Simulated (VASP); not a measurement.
Here is a VASP 6.6.1 calculation.

Contents of INCAR:

```
ALGO = Normal
EDIFF = 1E-7
ENCUT = 520
GGA = CA
ISIF = 2
ISMEAR = 0
LASPH = T
LCHARG = F
LREAL = F
LWAVE = F
NBANDS = 16
NELM = 100
PREC = Accurate
SIGMA = 0.05
```

The input KPOINTS:

```
k-points
0
Gamma
  9 9 6
```

Contents of POSCAR:

```
AlN
1.0
    3.1195000000      0.0000000000      0.0000000000
   -1.5597500000      2.7015662471      0.0000000000
    0.0000000000      0.0000000000      4.3504000000
Al N
2 2
Direct
    0.3333333333      0.6666666667     -0.0224786668
    0.6666666667      0.3333333333      0.4775213332
    0.3333333333      0.6666666667      0.4074786668
    0.6666666667      0.3333333333      0.9074786668
```

Potentials or basis: VASP PAW LDA potentials, release 64 (Al, N).

Command:

```console
$ cat potpaw_LDA.64/Al/POTCAR potpaw_LDA.64/N/POTCAR > POTCAR
$ mpirun -np 1 vasp_std > vasp.out
```

What does it give for the pressure?

21.0 GPa.

What does it give for the largest force?

0.015 eV/Å.

Predict the band gap on the k mesh.

4.28 eV, direct.

Stress tensor (GPa, compression positive):
```
19.10  0.00  0.00
 0.00 19.10  0.00
 0.00  0.00 24.94
```

A k mesh can miss the band edges. As with any semilocal functional, this LDA gap is likely too small.
